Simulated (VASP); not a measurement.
# WS2 (P6_3/mmc) in VASP: settings compared, part 2 of 2

VASP 6.6.1. The steps go on from the part before.

### Step 5. Single point, r2SCAN

Contents of POSCAR:

```
WS2
1.0
    3.1699463355      0.0000000000      0.0000000000
   -1.5849731677      2.7452540551      0.0000000000
    0.0000000000      0.0000000000     12.4910704279
W S
2 4
Direct
    0.3333333333      0.6666666667      0.2500000000
    0.6666666667      0.3333333333      0.7500000000
    0.6666666667      0.3333333333      0.3751079148
    0.6666666667      0.3333333333      0.1248920852
    0.3333333333      0.6666666667      0.8751079148
    0.3333333333      0.6666666667      0.6248920852
```

Contents of INCAR.step1:

```
ALGO = Normal
EDIFF = 1E-4
ENCUT = 520
GGA = PE
ISMEAR = 0
LASPH = T
LCHARG = F
LREAL = F
LWAVE = T
NBANDS = 35
NELM = 100
PREC = Accurate
SIGMA = 0.01
```

Contents of INCAR.step2:

```
ALGO = Normal
EDIFF = 1E-6
ENCUT = 520
ISIF = 2
ISMEAR = 0
ISTART = 1
LASPH = T
LCHARG = T
LELF = T
LMIXTAU = T
LREAL = F
LVHAR = T
LWAVE = F
METAGGA = R2SCAN
NBANDS = 35
NELM = 100
PREC = Accurate
SIGMA = 0.01
```

Contents of KPOINTS:

```
k-points
0
Gamma
  9 9 2
```

Potentials or basis: VASP PAW PBE potentials, release 64 (W_sv, S).

Run with:

```sh
$ cat potpaw_PBE.64/W_sv/POTCAR potpaw_PBE.64/S/POTCAR > POTCAR
$ cp INCAR.step1 INCAR
$ mpirun -np 1 vasp_std > vasp.out
$ cp INCAR.step2 INCAR
$ mpirun -np 1 vasp_std > vasp.out
```

OUTCAR:

```text
EDIFF = 1E-6
   ENCUT = 520
   ISIF = 2
   ISMEAR = 0
   ISTART = 1
   LASPH = T
   LREAL = F
   METAGGA = R2SCAN
   NELM = 100
   PREC = Accurate

 ion  position               nearest neighbor table
   1  0.333  0.667  0.250-   3 2.41   4 2.41   3 2.41   4 2.41   3 2.41   4 2.41
   2  0.667  0.333  0.750-   5 2.41   6 2.41   5 2.41   6 2.41   5 2.41   6 2.41
   3  0.667  0.333  0.375-   1 2.41   1 2.41   1 2.41
   4  0.667  0.333  0.125-   1 2.41   1 2.41   1 2.41
   5  0.333  0.667  0.875-   2 2.41   2 2.41   2 2.41
   6  0.333  0.667  0.625-   2 2.41   2 2.41   2 2.41

  LATTYP: Found a hexagonal cell.
 ALAT       =     3.1699463355
 C/A-ratio  =     3.9404674735

  Lattice vectors:

 A1 = (   3.1699463355,   0.0000000000,   0.0000000000)
 A2 = (  -1.5849731677,   2.7452540551,   0.0000000000)
 A3 = (   0.0000000000,   0.0000000000,  12.4910704279)

Analysis of symmetry for initial positions (statically):
=====================================================================
 Subroutine PRICEL returns:
 Original cell was already a primitive cell.

[... 181 lines left out ...]
 val. band max:        7.0662886099   @ k =   0.0000   0.0000   0.0000
 cond. band min:       8.3352275780   @ k =   0.2222   0.1111   0.0000
 fundamental gap:      1.2689389681
 Fermi energy:         7.1748891594

 k-point     1 :       0.0000    0.0000    0.0000
  band No.  band energies     occupation
      1     -69.5290      2.00000
      2     -69.5290      2.00000
      3     -33.1270      2.00000
      4     -33.1270      2.00000
      5     -32.9595      2.00000
      6     -32.9595      2.00000
[... 901 lines left out ...]
     34      12.2107      0.00000
     35      13.9215      0.00000

------------------------ aborting loop because EDIFF is reached ----------------------------------------

  FORCE on cell =-STRESS in cart. coord.  units (eV):
  Direction    XX          YY          ZZ          XY          YZ          ZX
  --------------------------------------------------------------------------------------
  -------------------------------------------------------------------------------------
  Total        1.0405396      1.0405396      0.8562670      0.0000000      0.0000000     -0.0000000
  in kB       15.3368122     15.3368122     12.6207652      0.0000000      0.0000000     -0.0000000
  external PRESSURE =      14.4314632 kB  Pullay stress =       0.0000000 kB

 VOLUME and BASIS-vectors are now :
 -----------------------------------------------------------------------------
  energy-cutoff  :      520.00
  volume of cell :      108.70
      direct lattice vectors                 reciprocal lattice vectors
     3.169946336  0.000000000  0.000000000     0.315462754  0.182132506  0.000000000
    -1.584973168  2.745254055  0.000000000     0.000000000  0.364265012  0.000000000
     0.000000000  0.000000000 12.491070428     0.000000000  0.000000000  0.080057190

 POSITION                                       TOTAL-FORCE (eV/Angst)
 -----------------------------------------------------------------------------------
     -0.00000      1.83017      3.12277         0.000000      0.000000      0.000000
      1.58497      0.91508      9.36830        -0.000000      0.000000      0.000000
      1.58497      0.91508      4.68550         0.000000     -0.000000     -0.029062
      1.58497      0.91508      1.56004         0.000000     -0.000000      0.029062
     -0.00000      1.83017     10.93103         0.000000      0.000000     -0.029062
     -0.00000      1.83017      7.80557         0.000000      0.000000      0.029062
 -----------------------------------------------------------------------------------
    total drift:                               -0.000000      0.000000     -0.000000

  FREE ENERGIE OF THE ION-ELECTRON SYSTEM (eV)
  ---------------------------------------------------
  free  energy   TOTEN  =      -140.1404648818 eV

  energy  without entropy=     -140.1404648818  energy(sigma->0) =     -140.14046488
```

OUTCAR.step1:

```text
EDIFF = 1E-4
   ENCUT = 520
   GGA = PE
   ISMEAR = 0
[... 1149 lines left out ...]
      1.58497      0.91508      4.68550         0.000000      0.000000      0.193481
      1.58497      0.91508      1.56004         0.000000      0.000000     -0.193481
     -0.00000      1.83017     10.93103        -0.000000     -0.000000      0.193481
     -0.00000      1.83017      7.80557        -0.000000      0.000000     -0.193481
 -----------------------------------------------------------------------------------
    total drift:                               -0.000000      0.000000     -0.000000

  FREE ENERGIE OF THE ION-ELECTRON SYSTEM (eV)
  ---------------------------------------------------
  free  energy   TOTEN  =       -47.2697222699 eV

  energy  without entropy=      -47.2697222699  energy(sigma->0) =      -47.26972227
```

Wall time 3.8 min (1 thread of Intel Xeon Platinum 8375C at 2.90GHz (Ice Lake), shared host); peak memory 0.27 GiB.

What came out:

```yaml
Free_energy: -140.1405 eV
Pressure: 1.4 GPa
Largest_force: 0.029 eV/Å
Band_gap_on_the_k_mesh: 1.27 eV, indirect (least direct gap 1.90 eV)
```

Forces in eV/Å, atoms in the order of the input:
```
W    0.000  0.000  0.000
W    0.000  0.000  0.000
S    0.000  0.000 -0.029
S    0.000  0.000  0.029
S    0.000  0.000 -0.029
S    0.000  0.000  0.029
```

Stress tensor (GPa, compression positive):
```
1.53 0.00 0.00
0.00 1.53 0.00
0.00 0.00 1.26
```

Levels at points of the mesh, in eV from the valence-band top:
| k point | band 23 | band 24 | band 25 | band 26 | band 27 | band 28 | band 29 | band 30 |
| --- | --- | --- | --- | --- | --- | --- | --- | --- |
| (0.00, 0.00, 0.00) | -2.38 | -1.72 | -1.14 | 0.00 | 2.44 | 2.44 | 2.45 | 2.45 |
| (0.00, 0.00, 0.50) | -2.40 | -2.40 | -0.33 | -0.33 | 2.44 | 2.44 | 2.44 | 2.44 |

Caveat: the PAW data sets were made with another functional, which shifts forces and pressure a little; spin-orbit coupling is left out, which moves the levels of the heavy elements. A k mesh can miss the band edges.

### Step 6. The runs side by side

| level | potentials or basis | k mesh | gap on the mesh (eV) | pressure (GPa) | largest force (eV/Å) |
| --- | --- | --- | --- | --- | --- |
| LDA | VASP PAW LDA potentials, release 64 (W_sv, S) | 6 × 6 × 2 | 0.98 | -4.4 | 0.24 |
| PBE | VASP PAW PBE potentials, release 64 (W_sv, S) | 6 × 6 × 2 | 1.06 | 3.2 | 0.20 |
| PBE | VASP PAW PBE potentials, release 64 (W_sv, S) | 9 × 9 × 2 | 1.16 | 3.3 | 0.20 |
| r2SCAN | VASP PAW PBE potentials, release 64 (W_sv, S) | 9 × 9 × 2 | 1.27 | 1.4 | 0.03 |

Alike in all rows: task single point; no spin polarisation; cell as given; cutoff (eV) 520; smearing gaussian 0.01 eV.

Caveats: spin-orbit coupling is left out, which moves the levels of the heavy elements; this functional lacks dispersion, which binds the layers, so the pressure and a relaxed spacing across them are unreliable (some runs); the PAW data sets were made with another functional, which shifts forces and pressure a little (some runs).

Absolute energies hang on the potentials; compare differences alone.
